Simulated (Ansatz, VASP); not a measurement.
**Ge: VASP beside Ansatz**

```
Ge
1.0
     4.87787    0.00000    0.00000
    -2.43894    4.22436    0.00000
     0.00000    0.00000    2.73644
Ge
3
Direct
  0.00000 0.00000 0.00000
  0.33333 0.66667 0.50000
  0.66667 0.33333 0.50000
```

Alike in both runs: functional r2SCAN; k mesh 8 × 8 × 11; occupations fermi-dirac, width 0.1 eV; no spin polarisation.

Ansatz relaxed the structure, and its values are those at the end. VASP's run is a single point on that final structure, the one shown.

```csv
,VASP,Ansatz
version,VASP 6.6.1,Ansatz 0.2.0
potentials or method,"VASP PAW PBE potentials, release 64 (Ge_d), cutoff 520 eV","plane waves (500 eV) with PAW, scalar-relativistic"
valence electrons in the cell,42,42
```

Ansatz gave:

```
pressure (GPa) : 0.0
```

Which values does VASP return?

Pressure (GPa): -0.1.

VASP's potentials were made for PBE, not for r2SCAN.
